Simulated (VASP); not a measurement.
# LiSb3O2 (P1) in VASP: single point with r2SCAN

Aim: the single point of LiSb3O2 with r2SCAN.

All numbers are computed with VASP 6.6.1; they aren't measurements. Logs are shortened: lines on timing, memory, paths and dates and some standing lists are left out, and cuts for length are marked.

### 1 The cell of the first run

The typed cell holds 12 atoms: a = 6.339 Å, b = 6.667 Å, c = 7.175 Å, α = 62.17°, β = 116.19°, γ = 90.21°.

### 2 Single point, r2SCAN

The input, POSCAR:

```
LiSb3O2
1.0
   -0.0117381400      0.0087465700      6.3389677700
    6.6666179100      0.0026265500     -0.0123154200
    3.3413646600      5.5024445100     -3.1680034700
Sb O Li
6 4 2
Direct
    0.5164790000      0.9781820000      0.5157690000
    0.0052020000      0.9641320000      0.5007920000
    0.9851910000      0.5038770000      0.4954560000
    0.5161460000      0.4932890000      0.4992440000
    0.9788830000      0.0199870000      0.9744310000
    0.5193570000      0.9856200000      0.9911600000
    0.1094410000      0.2377260000      0.1879620000
    0.9079250000      0.7667600000      0.8180150000
    0.4082750000      0.3851120000      0.8203080000
    0.5903880000      0.5789100000      0.1855260000
    0.2639000000      0.4973430000      0.0069190000
    0.7639340000      0.4915830000      0.0128900000
```

The input, INCAR.step1:

```
SYSTEM = LiSb3O2
PREC     = Accurate       ! precision mode
ENCUT    = 520            ! plane-wave cutoff, eV
ISMEAR   = -5             ! smearing method
SIGMA    = 0.2814         ! smearing width, eV
LREAL    = .False.        ! projectors in reciprocal space
LASPH    = .True.         ! aspherical terms in the spheres
NELM     = 100            ! most SCF steps
GGA      = PE             ! functional
ALGO     = Normal         ! electronic algorithm
EDIFF    = 1E-4           ! SCF threshold, eV
LWAVE    = .True.         ! write WAVECAR
LCHARG   = .False.        ! write CHGCAR
```

The input, INCAR.step2:

```
SYSTEM = LiSb3O2
PREC     = Accurate       ! precision mode
ENCUT    = 520            ! plane-wave cutoff, eV
EDIFF    = 1E-6           ! SCF threshold, eV
ISMEAR   = 1              ! smearing method
SIGMA    = 0.2814         ! smearing width, eV
LREAL    = .False.        ! projectors in reciprocal space
LASPH    = .True.         ! aspherical terms in the spheres
NELM     = 100            ! most SCF steps
ALGO     = Normal         ! electronic algorithm
ISIF     = 2              ! what is computed and relaxed
LWAVE    = .False.        ! write WAVECAR
LCHARG   = .False.        ! write CHGCAR
METAGGA  = R2SCAN         ! meta-GGA
LMIXTAU  = .True.       
LORBIT   = 10             ! projections on sites
ISTART   = 1
```

The input, KPOINTS:

```
Automatic mesh
0
Gamma
  3 3 3
  0.5 0 0
```

Potentials or basis: VASP PAW PBE potentials, release 64 (Sb, O, Li_sv).

The run is started by

```sh
$ cat potpaw_PBE.64/Sb/POTCAR potpaw_PBE.64/O/POTCAR potpaw_PBE.64/Li_sv/POTCAR > POTCAR
$ cp INCAR.step1 INCAR
$ mpirun -np 1 vasp_std > vasp.out
$ cp INCAR.step2 INCAR
$ mpirun -np 1 vasp_std > vasp.out
```

OUTCAR:

```text
SYSTEM = LiSb3O2
   PREC = Accurate
   ENCUT = 520
   EDIFF = 1E-6
   ISMEAR = 1
   LREAL = .False.
   LASPH = .True.
   NELM = 100
   ISIF = 2
   METAGGA = R2SCAN
   LORBIT = 10
   ISTART = 1

 ion  position               nearest neighbor table
   1  0.516  0.978  0.516-   8 2.30   7 2.46   2 3.15  12 3.16   2 3.20   4 3.29   4 3.38   6 3.43
                             5 3.44   6 3.75   5 3.75
   2  0.005  0.964  0.501-   8 2.39   7 2.51   3 3.09  11 3.13   1 3.15   1 3.20   6 3.53   5 3.54
                             3 3.58   6 3.66   5 3.66
   3  0.985  0.504  0.495-  10 2.35   9 2.46   4 2.99   2 3.09  12 3.15   4 3.35   6 3.45   5 3.46
                             2 3.58   5 3.70   6 3.75
   4  0.516  0.493  0.499-  10 2.31   9 2.48   3 2.99  11 3.16   1 3.29   3 3.35   5 3.37   1 3.38
                             6 3.56   6 3.60
   5  0.979  0.020  0.974-   8 2.37   7 2.47   6 2.97   4 3.37   6 3.38   1 3.44   3 3.46   2 3.54
                             2 3.66   3 3.70   1 3.75
   6  0.519  0.986  0.991-   9 2.30  10 2.33   5 2.97   5 3.38   1 3.43   3 3.45   2 3.53   4 3.56
                             4 3.60   2 3.66   3 3.75   1 3.75
   7  0.109  0.238  0.188-  11 2.16  12 2.20   1 2.46   5 2.47   2 2.51
   8  0.908  0.767  0.818-  12 2.21  11 2.28   1 2.30   5 2.37   2 2.39
   9  0.408  0.385  0.820-  11 2.28   6 2.30   3 2.46   4 2.48
  10  0.590  0.579  0.186-  11 2.13  12 2.23   4 2.31   6 2.33   3 2.35
  11  0.264  0.497  0.007-  10 2.13   7 2.16   9 2.28   8 2.28   2 3.13   4 3.16
  12  0.764  0.492  0.013-   7 2.20   8 2.21  10 2.23   3 3.15   1 3.16

  LATTYP: Found a triclinic cell.
 ALAT       =    11.4807019647
 B/A-ratio  =     0.5521426035
 C/A-ratio  =     0.5806813750
 COS(alpha) =     0.0036985096
 COS(beta)  =     0.2937820100
 COS(gamma) =     0.8279611081

  Lattice vectors:

 A1 = (  -3.3531028000,  -5.4936979400,   9.5069712400)
 A2 = (  -0.0117381400,   0.0087465700,   6.3389677700)
 A3 = (  -6.6666179100,  -0.0026265500,   0.0123154200)

Analysis of symmetry for initial positions (statically):
=====================================================================
 Subroutine PRICEL returns:
 Original cell was already a primitive cell.

 Routine SETGRP: Setting up the symmetry group for a
 triclinic supercell.

 Subroutine GETGRP returns: Found  1 space group operations
 (whereof  1 operations were pure point group operations)
 out of a pool of  2 trial point group operations.

The static configuration has the point symmetry C_1 .

Analysis of symmetry for dynamics (positions and initial velocities):
=====================================================================
 Subroutine PRICEL returns:
 Original cell was already a primitive cell.

 Routine SETGRP: Setting up the symmetry group for a
 triclinic supercell.

 Subroutine GETGRP returns: Found  1 space group operations
 (whereof  1 operations were pure point group operations)
 out of a pool of  2 trial point group operations.

The dynamic configuration has the point symmetry C_1 .

 Subroutine INISYM returns: Found  1 space group operations
 (whereof  1 operations are pure point group operations),
 and found     1 'primitive' translations

----------------------------------------------------------------------------------------

                                     Primitive cell

  volume of cell :     232.6585

  direct lattice vectors                    reciprocal lattice vectors
    -0.011738140  0.008746570  6.338967770     0.000255499  0.090599407  0.157629854
     6.666617910  0.002626550 -0.012315420     0.150037647 -0.090878348  0.000403226
     3.341364660  5.502444510 -3.168003470    -0.000072025  0.181636773 -0.000250758

  length of vectors
     6.338984672  6.666629803  7.174807270     0.181811685  0.175414743  0.181636960

  position of ions in fractional coordinates (direct lattice)
     0.516479000  0.978182000  0.515769000
     0.005202000  0.964132000  0.500792000
     0.985191000  0.503877000  0.495456000
[... 53 lines left out ...]
  0.166667 -0.000000 -0.000000      2.000000
  0.500000 -0.000000 -0.000000      1.000000
  0.166667  0.333333 -0.000000      2.000000
  0.500000  0.333333 -0.000000      2.000000
 -0.166667  0.333333  0.000000      2.000000
  0.166667 -0.000000  0.333333      2.000000
  0.500000  0.000000  0.333333      2.000000
 -0.166667  0.000000  0.333333      2.000000
  0.166667  0.333333  0.333333      2.000000
  0.500000  0.333333  0.333333      2.000000
 -0.166667  0.333333  0.333333      2.000000
  0.166667 -0.333333  0.333333      2.000000
  0.500000 -0.333333  0.333333      2.000000
 -0.166667 -0.333333  0.333333      2.000000
   k-points           NKPTS =     14   k-points in BZ     NKDIM =     14   number of bands    NBANDS=     37
   number of dos      NEDOS =    301   number of ions     NIONS =     12
   total plane-waves  NPLWV = 129600
   dimension x,y,z NGX =    48 NGY =   50 NGZ =   54
   dimension x,y,z NGXF=    96 NGYF=  100 NGZF=  108
   ions per type =               6   4   2
   NGX,Y,Z   is equivalent  to a cutoff of  12.59, 12.47, 12.51 a.u.
   NGXF,Y,Z  is equivalent  to a cutoff of  25.18, 24.94, 25.02 a.u.
 SYSTEM =  LiSb3O2
   PREC   = accura    normal or accurate (medium, high low for compatibility)
   ISTART =      1    job   : 0-new  1-cont  2-samecut
   ICHARG =      0    charge: 1-file 2-atom 10-const
   ISPIN  =      1    spin polarized calculation?
   LNONCOLLINEAR =      F non collinear calculations
   LSORBIT =      F    spin-orbit coupling
   LASPH  =      T    aspherical Exc in radial PAW
   ENCUT  =  520.0 eV  38.22 Ry    6.18 a.u.  11.79 12.40 13.34*2*pi/ulx,y,z
   NELM   =    100;   NELMIN=  2; NELMDL=  0     # of ELM steps
   EDIFF  = 0.1E-05   stopping-criterion for ELM
   LREAL  =      F    real-space projection
   EDIFFG = 0.1E-04   stopping-criterion for IOM
   NSW    =      0    number of steps for IOM
   IBRION =     -1    ionic relax: 0-MD 1-quasi-New 2-CG
   NFREE  =      0    steps in history (QN), initial steepest desc. (CG)
   ISIF   =      2    stress and relaxation
   ISYM   =      2    0-nonsym 1-usesym 2-fastsym
   POTIM  = 0.5000    time-step for ionic-motion
   TEBEG  =    0.0;   TEEND  =   0.0 temperature during run
   PSTRESS=    0.0 pullay stress
   NELECT =      60.0000    total number of electrons
   NUPDOWN=      -1.0000    fix difference up-down
   EMIN   =  10.00;   EMAX   =-10.00  energy-range for DOS
   EFERMI =   0.00;   METHOD = LEGACY
   ISMEAR =     1;   SIGMA  =   0.28  broadening in eV -4-tet -1-fermi 0-gaus
   EFERMI_NEDOS =   21; number of points for ismear=-14 and -15
   IALGO  =     38    algorithm
   IMIX   =      4    mixing-type and parameters
     AMIX     =   0.40;   BMIX     =  1.00
     AMIX_MAG =   1.60;   BMIX_MAG =  1.00
  volume/ion in A,a.u.               =      19.39       130.84
  Fermi-wavevector in a.u.,A,eV,Ry     =   1.042043  1.969176 14.773935  1.085854
  Thomas-Fermi vector in A             =   2.176691
   LORBIT       =     10    0 simple, 1 ext, 2 COOP (PROOUT), +10 PAW based schemes
   METAGGA = R2SCAN    functional components
   LHFCALC =     F    Hartree Fock is set to
   AEXX    =    0.0000 exact exchange contribution
   IVDW    =     0    specifies the selected vdW correction
   LEPSILON=     F    determine dielectric tensor
   LRPA    =     F    only Hartree local field effects (RPA)
 non-spin polarized calculation
 Methfessel and Paxton  Order N= 1 SIGMA  =   0.28
  energy-cutoff  :      520.00
  volume of cell :      232.66
 maximum number of plane-waves:      6279
 NGX is ok and might be reduce to    48

 number of electron      60.0000006 magnetization

 Free energy of the ion-electron system (eV)
  ---------------------------------------------------
  ext. energy  EPLUGINS =         0.00000000
  ---------------------------------------------------
  free energy    TOTEN  =      -190.75098335 eV

  energy without entropy =     -190.72477994  energy(sigma->0) =     -190.74224888

 E-fermi :   6.1133     XC(G=0): -10.1801

 val. band max:        6.1030154608   @ k =   0.5000   0.0000   0.3333
 cond. band min:       6.1205964192   @ k =   0.5000  -0.0000  -0.0000
 fundamental gap:      0.0175809583
 Fermi energy:         6.1133163466

 k-point     1 :       0.1667   -0.0000   -0.0000
  band No.  band energies     occupation
      1     -41.1931      2.00000
      2     -40.9966      2.00000
      3     -13.5174      2.00000
      4     -13.2946      2.00000
      5     -12.7419      2.00000
      6     -12.4384      2.00000
[... 549 lines left out ...]
     36       8.4639     -0.00000
     37       8.7060     -0.00000

------------------------ aborting loop because EDIFF is reached ----------------------------------------

  FORCE on cell =-STRESS in cart. coord.  units (eV):
  Direction    XX          YY          ZZ          XY          YZ          ZX
  --------------------------------------------------------------------------------------
  -------------------------------------------------------------------------------------
  Total      -10.7846804     -6.1164162    -10.1065331     -0.5936505     -0.2220102      0.0482669
  in kB      -74.2675359    -42.1200388    -69.5975479     -4.0881100     -1.5288491      0.3323850
  external PRESSURE =     -61.9950409 kB  Pullay stress =       0.0000000 kB

 VOLUME and BASIS-vectors are now :
 -----------------------------------------------------------------------------
  energy-cutoff  :      520.00
  volume of cell :      232.66
      direct lattice vectors                 reciprocal lattice vectors
    -0.011738140  0.008746570  6.338967770     0.000255499  0.090599407  0.157629854
     6.666617910  0.002626550 -0.012315420     0.150037647 -0.090878348  0.000403226
     3.341364660  5.502444510 -3.168003470    -0.000072025  0.181636773 -0.000250758

 POSITION                                       TOTAL-FORCE (eV/Angst)
 -----------------------------------------------------------------------------------
      8.23848      2.84508      1.62794         0.113464     -0.402854     -0.193606
      8.10077      2.75816     -1.56541         0.417698     -0.164944     -0.038016
      5.00309      2.73616      4.66928        -0.209643      0.411422      0.833998
      4.95067      2.75287      1.68415         0.017327      0.058443     -0.593803
      3.37768      5.37037      3.11786         0.167454      0.315741      0.685106
      9.87648      5.46093      0.14005         0.702463     -0.385296     -0.671237
      2.21159      1.03583      0.09535        -1.324748      0.024450     -0.347947
      7.83433      4.51104      3.15439         0.656154     -0.151233     -0.090782
      5.30355      4.51828     -0.01544        -0.563603     -0.105077      0.156800
      4.47235      1.02753      3.14757         0.434364      0.192647      0.227286
      3.33562      0.04169      1.64481        -0.240884      0.103309     -0.102433
      3.31130      0.07890      4.79566        -0.170047      0.103392      0.134634
 -----------------------------------------------------------------------------------
    total drift:                                0.015621     -0.035614     -0.028434

  FREE ENERGIE OF THE ION-ELECTRON SYSTEM (eV)
  ---------------------------------------------------
  free  energy   TOTEN  =      -190.7509833531 eV

  energy  without entropy=     -190.7247799363  energy(sigma->0) =     -190.74224888

 total charge

# of ion       s       p       d       tot
------------------------------------------
    1        1.249   0.954   0.053   2.257
    2        1.251   0.969   0.046   2.267
    3        1.250   0.972   0.051   2.274
    4        1.251   0.963   0.052   2.267
    5        1.248   0.947   0.052   2.247
    6        1.244   0.942   0.062   2.248
    7        1.581   3.317   0.000   4.898
    8        1.584   3.350   0.000   4.934
    9        1.581   3.331   0.000   4.912
   10        1.584   3.368   0.000   4.952
   11        2.006   0.011   0.000   2.017
   12        2.004   0.011   0.000   2.015
--------------------------------------------------
tot         17.834  19.135   0.316  37.285
```

Wall time 7.8 min (1 thread of AMD EPYC 9R14 (Zen 4), shared host); peak memory 0.39 GiB.

What came out:

- Free energy: -190.7510 eV
- Largest force: 1.370 eV/Å
- Band gap on the k mesh: zero (bands 30 and 31 overlap by 0.26 eV)
- Valence electrons inside the program's atomic spheres: Sb 2.26, 2.27, 2.25 (each value once); O 4.90, 4.93, 4.91, 4.95; Li 2.02

Forces on the atoms (eV/Å):
```
Sb   0.113 -0.403 -0.194
Sb   0.418 -0.165 -0.038
Sb  -0.210  0.411  0.834
Sb   0.017  0.058 -0.594
Sb   0.167  0.316  0.685
Sb   0.702 -0.385 -0.671
O   -1.325  0.024 -0.348
O    0.656 -0.151 -0.091
O   -0.564 -0.105  0.157
O    0.434  0.193  0.227
Li  -0.241  0.103 -0.102
Li  -0.170  0.103  0.135
```

Caveat: the k points lie up to 0.38 Å⁻¹ apart; the cutoff is under 1.25 times the usual one of these potentials, so pressure, stress and relaxed cells hold a basis-set (Pulay) error; the PAW data sets were made with another functional, which shifts forces and pressure a little; spin-orbit coupling is left out, which moves the levels of the heavy elements.
